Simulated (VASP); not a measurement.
A run of VASP 6.6.1:

POSCAR

```
AlN
1.0
    0.0000000000      2.1839935596      2.1839935596
    2.1839935596      0.0000000000      2.1839935596
    2.1839935596      2.1839935596      0.0000000000
Al N
1 1
Direct
   -0.0242825847      0.0000000000      0.0000000000
    0.7500000000      0.7500000000      0.7500000000
```

The input INCAR.step1:

```
ALGO = Normal
EDIFF = 1E-4
ENCUT = 520
GGA = PE
ISMEAR = 0
LASPH = True
LCHARG = False
LREAL = False
LWAVE = True
NBANDS = 11
NELM = 100
PREC = Accurate
SIGMA = 0.05
```

INCAR.step2

```
ALGO = Normal
EDIFF = 1E-6
ENCUT = 520
ISIF = 2
ISMEAR = 0
ISTART = 1
LASPH = True
LCHARG = False
LMIXTAU = True
LREAL = False
LWAVE = False
METAGGA = R2SCAN
NBANDS = 11
NELM = 100
PREC = Accurate
SIGMA = 0.05
```

The input KPOINTS:

```
k-points
0
Gamma
  10 10 10
```

Potentials or basis: VASP PAW PBE potentials, release 64 (Al, N).

Command:

```console
$ cat potpaw_PBE.64/Al/POTCAR potpaw_PBE.64/N/POTCAR > POTCAR
$ cp INCAR.step1 INCAR
$ mpirun -np 1 vasp_std > vasp.out
$ cp INCAR.step2 INCAR
$ mpirun -np 1 vasp_std > vasp.out
```

Hardware: 1 thread of Intel(R) Xeon(R) 6975P-C (Granite Rapids), with other jobs on the host.

**Question.** How long does it take, and how much memory?

**Answer.** Run time: 65 s on 1 thread of Intel(R) Xeon(R) 6975P-C (Granite Rapids) (shared host), peak memory 0.18 GiB. Counts: k points 282.
